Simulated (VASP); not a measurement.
# Al3Cu (P4mm) in VASP: a series of runs

Runs on Al3Cu. Level: r2SCAN. Tasks: single point.

All numbers are computed with VASP 6.6.1; they aren't measurements. Logs are shortened: lines on timing, memory, paths and dates and some standing lists are left out, and cuts for length are marked.

### 1 The cell of the first run

Symmetry: P4mm, No. 99, tetragonal system. Conventional cell: a = 2.774 Å, b = 2.774 Å, c = 7.592 Å, α = 90.00°, β = 90.00°, γ = 90.00°. Al (site symmetry 4mm) has 12 Al at 2.77 to 2.88 Å within 3.7 Å. Within 3.5 Å of Al (site symmetry 4mm) lie 4 Cu at 2.63 Å and 9 Al at 2.77 to 3.38 Å. Within 3.4 Å of Al (site symmetry 4mm) lie 4 Cu at 2.55 Å and 9 Al at 2.77 to 3.38 Å. Cu (site symmetry 4mm) has 8 Al at 2.55 to 2.63 Å and 4 Cu at 2.77 Å within 3.4 Å.

### 2 Single point, r2SCAN (atom 4 (Cu) moved -0.067 Å along Cartesian [0 0 1])

Input file POSCAR:

```
Al3Cu
1.0
    2.7737808638      0.0000000000      0.0000000000
    0.0000000000      2.7737808638      0.0000000000
    0.0000000000      0.0000000000      7.5918631133
Al Cu
3 1
Direct
    0.0000000000      0.0000000000      0.5000000000
    0.5000000000      0.5000000000      0.2226430006
    0.5000000000      0.5000000000      0.7773569994
    0.0000000000      0.0000000000     -0.0087857222
```

Input file INCAR.step1:

```
SYSTEM = Al3Cu
PREC = Accurate ; ENCUT = 520
ISMEAR = 0 ; SIGMA = 0.15
LREAL = .FALSE. ; LASPH = .TRUE.
NELM = 80 ; NBANDS = 18
GGA = PE ; ALGO = Normal
EDIFF = 1E-4 ; LWAVE = .TRUE.
LCHARG = .FALSE.
```

Input file INCAR.step2:

```
SYSTEM = Al3Cu
PREC = Accurate ; ENCUT = 520
EDIFF = 1E-6 ; ISMEAR = 0
SIGMA = 0.15 ; LREAL = .FALSE.
LASPH = .TRUE. ; NELM = 80
ALGO = Normal ; ISIF = 2
LWAVE = .FALSE. ; LCHARG = .FALSE.
METAGGA = R2SCAN ; LMIXTAU = .TRUE.
NBANDS = 18 ; ISTART = 1
```

Input file KPOINTS:

```
regular mesh
0
G
  18 18 6
  0 0 0
```

Potentials or basis: VASP PAW PBE potentials, release 64 (Al, Cu).

Started as:

```bash
> cat potpaw_PBE.64/Al/POTCAR potpaw_PBE.64/Cu/POTCAR > POTCAR
> cp INCAR.step1 INCAR
> mpirun -np 1 vasp_std > vasp.out
> cp INCAR.step2 INCAR
> mpirun -np 1 vasp_std > vasp.out
```

OUTCAR:

```text
SYSTEM = Al3Cu
   PREC = Accurate
   ENCUT = 520
   EDIFF = 1E-6
   ISMEAR = 0
   LREAL = .FALSE.
   LASPH = .TRUE.
   NELM = 80
   ISIF = 2
   METAGGA = R2SCAN
   ISTART = 1

 ion  position               nearest neighbor table
   1  0.000  0.000  0.500-   2 2.88   3 2.88   2 2.88   3 2.88   2 2.88   3 2.88   2 2.88   3 2.88

   2  0.500  0.500  0.223-   4 2.63   4 2.63   4 2.63   4 2.63   1 2.88   1 2.88   1 2.88   1 2.88

   3  0.500  0.500  0.777-   4 2.55   4 2.55   4 2.55   4 2.55   1 2.88   1 2.88   1 2.88   1 2.88

   4  0.000  0.000  0.991-   3 2.55   3 2.55   3 2.55   3 2.55   2 2.63   2 2.63   2 2.63   2 2.63

  LATTYP: Found a simple tetragonal cell.
 ALAT       =     2.7737808638
 C/A-ratio  =     2.7370089730

  Lattice vectors:

 A1 = (   2.7737808638,   0.0000000000,   0.0000000000)
 A2 = (   0.0000000000,   2.7737808638,   0.0000000000)
 A3 = (   0.0000000000,   0.0000000000,   7.5918631133)

Analysis of symmetry for initial positions (statically):
=====================================================================
 Subroutine PRICEL returns:
 Original cell was already a primitive cell.

 Routine SETGRP: Setting up the symmetry group for a
 simple tetragonal supercell.

 Subroutine GETGRP returns: Found  8 space group operations
 (whereof  8 operations were pure point group operations)
 out of a pool of 16 trial point group operations.

The static configuration has the point symmetry C_4v.

Analysis of symmetry for dynamics (positions and initial velocities):
=====================================================================
 Subroutine PRICEL returns:
 Original cell was already a primitive cell.

 Routine SETGRP: Setting up the symmetry group for a
 simple tetragonal supercell.

 Subroutine GETGRP returns: Found  8 space group operations
 (whereof  8 operations were pure point group operations)
 out of a pool of 16 trial point group operations.

The dynamic configuration has the point symmetry C_4v.

 Subroutine INISYM returns: Found  8 space group operations
 (whereof  8 operations are pure point group operations),
 and found     1 'primitive' translations

----------------------------------------------------------------------------------------

                                     Primitive cell

  volume of cell :      58.4107

  direct lattice vectors                    reciprocal lattice vectors
     2.773780864  0.000000000  0.000000000     0.360518746  0.000000000  0.000000000
     0.000000000  2.773780864  0.000000000     0.000000000  0.360518746  0.000000000
     0.000000000  0.000000000  7.591863113     0.000000000  0.000000000  0.131719972

  length of vectors
     2.773780864  2.773780864  7.591863113     0.360518746  0.360518746  0.131719972

  position of ions in fractional coordinates (direct lattice)
     0.000000000  0.000000000  0.500000000
     0.500000000  0.500000000  0.222643001
     0.500000000  0.500000000  0.777356999
     0.000000000  0.000000000  0.991214278

  ion indices of the primitive-cell ions
   primitive index   ion index
                 1           1
                 2           2
                 3           3
                 4           4

----------------------------------------------------------------------------------------

 KPOINTS: regular mesh

Automatic generation of k-mesh.
 Grid dimensions read from file:
 generate k-points for:   18   18    6

 Generating k-lattice:

  Cartesian coordinates                     Fractional coordinates (reciprocal lattice)
     0.020028819  0.000000000  0.000000000     0.055555556  0.000000000  0.000000000
     0.000000000  0.020028819  0.000000000     0.000000000  0.055555556  0.000000000
     0.000000000  0.000000000  0.021953329     0.000000000  0.000000000  0.166666667

  Length of vectors
     0.020028819  0.020028819  0.021953329

  Shift w.r.t. Gamma in fractional coordinates (k-lattice)
     0.000000000  0.000000000  0.000000000

 Subroutine IBZKPT returns following result:
 ===========================================

 Found    220 irreducible k-points:

 Following reciprocal coordinates:
            Coordinates               Weight
  0.000000  0.000000  0.000000      1.000000
  0.055556  0.000000  0.000000      4.000000
  0.111111  0.000000  0.000000      4.000000
  0.166667  0.000000  0.000000      4.000000
  0.222222  0.000000  0.000000      4.000000
  0.277778  0.000000  0.000000      4.000000
[... 16 lines left out ...]
  0.277778  0.111111  0.000000      8.000000
  0.333333  0.111111  0.000000      8.000000
 [... further k-points ...]
   k-points           NKPTS =    220   k-points in BZ     NKDIM =    220   number of bands    NBANDS=     18
   number of dos      NEDOS =    301   number of ions     NIONS =      4
   total plane-waves  NPLWV =  32256
   dimension x,y,z NGX =    24 NGY =   24 NGZ =   56
   dimension x,y,z NGXF=    48 NGYF=   48 NGZF=  112
   ions per type =               3   1
   NGX,Y,Z   is equivalent  to a cutoff of  14.38, 14.38, 12.26 a.u.
   NGXF,Y,Z  is equivalent  to a cutoff of  28.77, 28.77, 24.53 a.u.
 SYSTEM =  Al3Cu
   PREC   = accura    normal or accurate (medium, high low for compatibility)
   ISTART =      1    job   : 0-new  1-cont  2-samecut
   ICHARG =      0    charge: 1-file 2-atom 10-const
   ISPIN  =      1    spin polarized calculation?
   LNONCOLLINEAR =      F non collinear calculations
   LSORBIT =      F    spin-orbit coupling
   LASPH  =      T    aspherical Exc in radial PAW
   ENCUT  =  520.0 eV  38.22 Ry    6.18 a.u.   5.16  5.16 14.12*2*pi/ulx,y,z
   NELM   =     80;   NELMIN=  2; NELMDL=  0     # of ELM steps
   EDIFF  = 0.1E-05   stopping-criterion for ELM
   LREAL  =      F    real-space projection
   EDIFFG = 0.1E-04   stopping-criterion for IOM
   NSW    =      0    number of steps for IOM
   IBRION =     -1    ionic relax: 0-MD 1-quasi-New 2-CG
   NFREE  =      0    steps in history (QN), initial steepest desc. (CG)
   ISIF   =      2    stress and relaxation
   ISYM   =      2    0-nonsym 1-usesym 2-fastsym
   POTIM  = 0.5000    time-step for ionic-motion
   TEBEG  =    0.0;   TEEND  =   0.0 temperature during run
   PSTRESS=    0.0 pullay stress
   NELECT =      20.0000    total number of electrons
   NUPDOWN=      -1.0000    fix difference up-down
   EMIN   =  10.00;   EMAX   =-10.00  energy-range for DOS
[... 28 lines left out ...]
  ---------------------------------------------------
  ext. energy  EPLUGINS =         0.00000000
  ---------------------------------------------------
  free energy    TOTEN  =       -31.41479437 eV

  energy without entropy =      -31.40168058  energy(sigma->0) =      -31.40823747

 E-fermi :   8.5090     XC(G=0): -11.6936

 val. band max:        8.5033687379   @ k =   0.2778   0.2222   0.1667
 cond. band min:       8.5093410638   @ k =   0.3889   0.2222   0.3333
 fundamental gap:      0.0059723259
 Fermi energy:         8.5089789937

 k-point     1 :       0.0000    0.0000    0.0000
  band No.  band energies     occupation
      1      -3.4098      2.00000
      2      -0.8806      2.00000
      3      -0.4992      2.00000
      4       3.7826      2.00000
      5       3.8508      2.00000
      6       4.7183      2.00000
[... 10 lines left out ...]
     17      18.3455      0.00000
     18      18.3455      0.00000

 k-point     2 :       0.0556    0.0000    0.0000
  band No.  band energies     occupation
      1      -3.3463      2.00000
      2      -0.8226      2.00000
      3      -0.4358      2.00000
      4       3.7939      2.00000
      5       3.8686      2.00000
      6       4.6746      2.00000
[... 10 lines left out ...]
     17      18.4120      0.00000
     18      18.5888      0.00000

 k-point     3 :       0.1111    0.0000    0.0000
  band No.  band energies     occupation
      1      -3.1561      2.00000
      2      -0.6493      2.00000
      3      -0.2463      2.00000
      4       3.8239      2.00000
      5       3.9205      2.00000
      6       4.5641      2.00000
[... 10 lines left out ...]
     17      18.6121      0.00000
     18      18.9389      0.00000

 k-point     4 :       0.1667    0.0000    0.0000
  band No.  band energies     occupation
      1      -2.8401      2.00000
      2      -0.3631      2.00000
      3       0.0676      2.00000
      4       3.8655      2.00000
      5       3.9980      2.00000
      6       4.4239      2.00000
[... 10 lines left out ...]
     17      18.9458      0.00000
     18      19.0735      0.00000

 k-point     5 :       0.2222    0.0000    0.0000
  band No.  band energies     occupation
      1      -2.4001      2.00000
      2       0.0314      2.00000
      3       0.5027      2.00000
      4       3.9087      2.00000
      5       4.0812      2.00000
      6       4.2828      2.00000
[... 10 lines left out ...]
     17      18.9656      0.00000
     18      19.2186      0.00000

 k-point     6 :       0.2778    0.0000    0.0000
  band No.  band energies     occupation
      1      -1.8387      2.00000
      2       0.5258      2.00000
      3       1.0526      2.00000
      4       3.9295      2.00000
      5       4.1193      2.00000
      6       4.1798      2.00000
[... 10 lines left out ...]
     17      19.0092      0.00000
     18      19.4242      0.00000

 k-point     7 :       0.3333    0.0000    0.0000
  band No.  band energies     occupation
      1      -1.1595      2.00000
      2       1.1035      2.00000
      3       1.7057      2.00000
      4       3.8407      2.00000
      5       4.0417      2.00000
      6       4.1703      2.00000
[... 10 lines left out ...]
     17      19.6080      0.00000
     18      19.9835      0.00000

 k-point     8 :       0.3889    0.0000    0.0000
  band No.  band energies     occupation
      1      -0.3686      2.00000
      2       1.7274      2.00000
      3       2.4307      2.00000
      4       3.4172      2.00000
      5       3.9345      2.00000
      6       4.1688      2.00000
[... 10 lines left out ...]
     17      20.2753      0.00000
     18      20.6434      0.00000
[... 229 lines left out ...]
     17      19.0071      0.00000
     18      20.9046      0.00000

 k-point    20 :       0.1111    0.1111    0.0000
  band No.  band energies     occupation
      1      -2.9032      2.00000
      2      -0.4199      2.00000
      3       0.0050      2.00000
      4       3.8764      2.00000
      5       3.9803      2.00000
      6       4.5718      2.00000
[... 10 lines left out ...]
     17      20.0479      0.00000
     18      20.1035      0.00000

 k-point    21 :       0.1667    0.1111    0.0000
  band No.  band energies     occupation
      1      -2.5883      2.00000
      2      -0.1363      2.00000
      3       0.3167      2.00000
      4       3.9289      2.00000
      5       4.0489      2.00000
      6       4.4553      2.00000
[... 10 lines left out ...]
     17      20.0301      0.00000
     18      20.6212      0.00000

 k-point    22 :       0.2222    0.1111    0.0000
  band No.  band energies     occupation
      1      -2.1500      2.00000
      2       0.2541      2.00000
      3       0.7479      2.00000
      4       3.9830      2.00000
      5       4.1233      2.00000
      6       4.3188      2.00000
[... 10 lines left out ...]
     17      18.7038      0.00000
     18      19.9072      0.00000

 k-point    23 :       0.2778    0.1111    0.0000
  band No.  band energies     occupation
      1      -1.5908      2.00000
      2       0.7417      2.00000
      3       1.2915      2.00000
      4       4.0074      2.00000
      5       4.1639      2.00000
      6       4.2098      2.00000
[... 10 lines left out ...]
     17      17.3311      0.00000
     18      18.7919      0.00000

 k-point    24 :       0.3333    0.1111    0.0000
  band No.  band energies     occupation
      1      -0.9148      2.00000
      2       1.3080      2.00000
      3       1.9337      2.00000
      4       3.9050      2.00000
      5       4.0845      2.00000
      6       4.2205      2.00000
[... 10 lines left out ...]
     17      17.0291      0.00000
     18      18.3425      0.00000

 [... further k-points ...]
[... 5 lines left out ...]
  --------------------------------------------------------------------------------------
  -------------------------------------------------------------------------------------
  Total       -0.0125789     -0.0125789     -0.0589055      0.0000000     -0.0000000     -0.0000000
  in kB       -0.3450319     -0.3450319     -1.6157496      0.0000000     -0.0000000     -0.0000000
  external PRESSURE =      -0.7686045 kB  Pullay stress =       0.0000000 kB

 VOLUME and BASIS-vectors are now :
 -----------------------------------------------------------------------------
  energy-cutoff  :      520.00
  volume of cell :       58.41
      direct lattice vectors                 reciprocal lattice vectors
     2.773780864  0.000000000  0.000000000     0.360518746  0.000000000  0.000000000
     0.000000000  2.773780864  0.000000000     0.000000000  0.360518746  0.000000000
     0.000000000  0.000000000  7.591863113     0.000000000  0.000000000  0.131719972

 POSITION                                       TOTAL-FORCE (eV/Angst)
 -----------------------------------------------------------------------------------
      0.00000      0.00000      3.79593         0.000000      0.000000     -0.033696
      1.38689      1.38689      1.69028         0.000000     -0.000000     -0.119009
      1.38689      1.38689      5.90159         0.000000     -0.000000     -0.268827
      0.00000      0.00000      7.52516         0.000000      0.000000      0.421533
 -----------------------------------------------------------------------------------
    total drift:                                0.000000      0.000000      0.000027

  FREE ENERGIE OF THE ION-ELECTRON SYSTEM (eV)
  ---------------------------------------------------
  free  energy   TOTEN  =       -31.4147943721 eV

  energy  without entropy=      -31.4016805754  energy(sigma->0) =      -31.40823747
```

Wall time 15 min (1 thread of Intel Xeon Platinum 8259CL at 2.50GHz (Skylake/Cascade Lake), shared host); peak memory 0.34 GiB.

What came out:

```
Free energy            : -31.4148 eV
Pressure               : -0.1 GPa
Largest force          : 0.422 eV/Å
Band gap on the k mesh : zero (band 10 reaches 12.93 eV, above the bottom of band 11 at 6.55 eV)
```

Forces on the atoms (eV/Å):
```
Al   0.000  0.000 -0.034
Al   0.000  0.000 -0.119
Al   0.000  0.000 -0.269
Cu   0.000  0.000  0.422
```

Stress tensor (GPa, compression positive):
```
-0.03  0.00  0.00
 0.00 -0.03  0.00
 0.00  0.00 -0.16
```

Caveat: the cell differs from its parent crystal (atom 4 (Cu) moved -0.067 Å along Cartesian [0 0 1]); the PAW data sets were made with another functional, which shifts forces and pressure a little.

### 3 Single point, r2SCAN (atom 4 (Cu) moved +0.100 Å along Cartesian [0 0 1])

Edit POSCAR of step 2 so:

```diff
@@ -11,2 +11,2 @@
     0.5000000000      0.5000000000      0.7773569994
-    0.0000000000      0.0000000000     -0.0087857222
+    0.0000000000      0.0000000000      0.0131719972
```

Input file INCAR.step1:

```
SYSTEM = Al3Cu
PREC = Accurate
ENCUT = 520
ISMEAR = 0
SIGMA = 0.15
LREAL = .FALSE.
LASPH = .TRUE.
NELM = 80
NBANDS = 18
GGA = PE
ALGO = Normal
EDIFF = 1E-4
LWAVE = .TRUE.
LCHARG = .FALSE.
```

Input file INCAR.step2:

```
SYSTEM = Al3Cu
PREC = Accurate
ENCUT = 520
EDIFF = 1E-6
ISMEAR = 0
SIGMA = 0.15
LREAL = .FALSE.
LASPH = .TRUE.
NELM = 80
ALGO = Normal
ISIF = 2
LWAVE = .FALSE.
LCHARG = .FALSE.
METAGGA = R2SCAN
LMIXTAU = .TRUE.
NBANDS = 18
ISTART = 1
```

Input file KPOINTS:

```
Automatic mesh
0
G
  18 18 6
  0 0 0
```

Potentials or basis: VASP PAW PBE potentials, release 64 (Al, Cu).

Started as:

```bash
> cat potpaw_PBE.64/Al/POTCAR potpaw_PBE.64/Cu/POTCAR > POTCAR
> cp INCAR.step1 INCAR
> mpirun -np 1 vasp_std > vasp.out
> cp INCAR.step2 INCAR
> mpirun -np 1 vasp_std > vasp.out
```

It took 19 min on 1 thread of Oxide Virtual Turin-like, shared host; peak memory 0.31 GiB.

Results (log left out):

```yaml
Free_energy: -31.3972 eV
Pressure: 0.1 GPa
Largest_force: 0.633 eV/Å
Band_gap_on_the_k_mesh: zero (band 10 reaches 12.94 eV, above the bottom of band 11 at 6.55 eV)
```

Forces in eV/Å, atoms in the order of the input:
```
Al   0.000  0.000  0.051
Al   0.000  0.000  0.386
Al   0.000  0.000  0.197
Cu   0.000  0.000 -0.633
```

Stress tensor (GPa, compression positive):
```
0.15 0.00 0.00
0.00 0.15 0.00
0.00 0.00 0.00
```

Levels at points of the mesh, in eV from the Fermi level:
```csv
k point,band 8,band 9,band 10,band 11,band 12,band 13
"(0.00, 0.00, 0.00)",-3.41,-1.97,0.53,6.66,7.15,7.15
"(0.50, 0.00, 0.00)",-3.83,-3.70,-2.47,-1.96,2.78,3.95
"(0.50, 0.50, 0.00)",-0.49,-0.34,0.11,0.11,0.50,0.50
"(0.00, 0.00, 0.50)",-3.74,-3.41,4.31,5.85,6.66,7.72
"(0.50, 0.00, 0.50)",-3.70,-2.80,-1.11,-1.04,0.07,0.90
"(0.50, 0.50, 0.50)",-1.80,-1.80,-0.52,-0.52,0.61,1.94
```

Caveat: the cell differs from its parent crystal (atom 4 (Cu) moved +0.100 Å along Cartesian [0 0 1]); the PAW data sets were made with another functional, which shifts forces and pressure a little.

### 4 Single point, r2SCAN (atom 4 (Cu) moved +0.033 Å along Cartesian [0 0 1])

Edit POSCAR of step 3 so:

```diff
@@ -11,2 +11,2 @@
     0.5000000000      0.5000000000      0.7773569994
-    0.0000000000      0.0000000000      0.0131719972
+    0.0000000000      0.0000000000      0.0043862751
```

Input file INCAR.step1:

```
ALGO = Normal
EDIFF = 1E-4
ENCUT = 520
GGA = PE
ISMEAR = 0
LASPH = True
LCHARG = False
LREAL = False
LWAVE = True
NBANDS = 18
NELM = 60
PREC = Accurate
SIGMA = 0.15
```

Input file INCAR.step2:

```
ALGO = Normal
EDIFF = 1E-6
ENCUT = 520
ISIF = 2
ISMEAR = 0
ISTART = 1
LASPH = True
LCHARG = False
LMIXTAU = True
LREAL = False
LWAVE = False
METAGGA = R2SCAN
NBANDS = 18
NELM = 60
PREC = Accurate
SIGMA = 0.15
```

Input file KPOINTS:

```
k-points
0
Gamma
  18 18 6
```

Started as:

```bash
> cat potpaw_PBE.64/Al/POTCAR potpaw_PBE.64/Cu/POTCAR > POTCAR
> cp INCAR.step1 INCAR
> mpirun -np 1 vasp_std > vasp.out
> cp INCAR.step2 INCAR
> mpirun -np 1 vasp_std > vasp.out
```

It took 19 min on 1 thread of Oxide Virtual Turin-like, shared host; peak memory 0.31 GiB.

Results (log left out):

| Item | Value |
| --- | --- |
| Free energy | -31.4253 eV |
| Pressure | -0.2 GPa |
| Largest force | 0.210 eV/Å |
| Band gap on the k mesh | zero (band 10 reaches 12.93 eV, above the bottom of band 11 at 6.56 eV) |

Forces on the atoms (eV/Å):
```
Al   0.000  0.000  0.017
Al   0.000  0.000  0.160
Al   0.000  0.000  0.034
Cu   0.000  0.000 -0.210
```

Levels at points of the mesh, in eV from the Fermi level:
```csv
k point,band 6,band 7,band 8,band 9,band 10,band 11,band 12,band 13,band 14,band 15
"(0.00, 0.00, 0.00)",-3.79,-3.79,-3.39,-1.99,0.54,6.66,7.16,7.16,8.30,9.65
"(0.50, 0.00, 0.00)",-4.38,-3.88,-3.83,-3.68,-2.47,-1.95,2.77,4.05,4.31,5.48
"(0.50, 0.50, 0.00)",-2.72,-2.72,-0.49,-0.34,0.13,0.13,0.48,0.48,0.66,2.52
"(0.00, 0.00, 0.50)",-3.79,-3.79,-3.74,-3.39,4.30,5.86,6.66,7.74,7.74,7.88
"(0.50, 0.00, 0.50)",-4.48,-3.88,-3.68,-2.79,-1.11,-1.05,0.07,0.91,9.12,9.12
"(0.50, 0.50, 0.50)",-1.96,-1.96,-1.80,-1.80,-0.52,-0.52,0.61,1.94,3.42,3.42
```

Caveat: the cell differs from its parent crystal (atom 4 (Cu) moved +0.033 Å along Cartesian [0 0 1]); the PAW data sets were made with another functional, which shifts forces and pressure a little.
